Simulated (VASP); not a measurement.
Wanted: the native input for a VASP 6.6.1 run.

```
Task                   : single point
Functional             : PBE
Potentials or basis    : VASP PAW PBE potentials, release 64 (Bi_d)
Cutoff                 : 520 eV
k mesh                 : 9 × 9 × 3
Occupations            : fermi-dirac, width 0.03 eV
Spin                   : no spin polarisation
Dipole correction      : no
Further INCAR settings : ALGO = Normal; EDIFF = 1e-06; NBANDS = 22
```

The structure of Bi lies in POSCAR:

```
Bi
1.0
    4.5618669449      0.0000000000      0.0000000000
   -2.2809334725      3.9506926630      0.0000000000
    0.0000000000      0.0000000000     11.7107100000
Bi
2
Direct
    0.3333333333      0.6666666667      0.2500000000
    0.6666666667      0.3333333333      0.7500000000
```

This cell differs from its parent crystal: z stretched by -1 % at fixed volume.

One way to write it, as run:

INCAR

```
PREC     = Accurate       # precision mode
ENCUT    = 520            # plane-wave cutoff, eV
EDIFF    = 1E-6           # SCF threshold, eV
ISMEAR   = -1             # smearing method
SIGMA    = 0.03           # smearing width, eV
LREAL    = F              # projectors in reciprocal space
LASPH    = T              # aspherical terms in the spheres
NELM     = 60             # most SCF steps
ALGO     = Normal         # electronic algorithm
ISIF     = 2              # what is computed and relaxed
LWAVE    = F              # write WAVECAR
LCHARG   = F              # write CHGCAR
GGA      = PE             # functional
NBANDS   = 22             # bands
```

KPOINTS

```
Automatic mesh
0
Gamma
  9 9 3
```

Potentials or basis: VASP PAW PBE potentials, release 64 (Bi_d).

Run with:

```bash
$ cat potpaw_PBE.64/Bi_d/POTCAR > POTCAR
$ mpirun -np 1 vasp_std > vasp.out
```

It gave:

```yaml
Pressure: -3.3 GPa
Band_gap_on_the_k_mesh: zero (band 15 reaches 0.34 eV, above the bottom of band 16 at -1.73 eV)
```

Caveat: spin-orbit coupling is left out, which moves the levels of the heavy elements.

It took 2.5 min on 1 thread of Intel(R) Xeon(R) Platinum 8375C CPU @ 2.90GHz (Ice Lake), with other jobs on the host, peak memory 0.37 GiB.
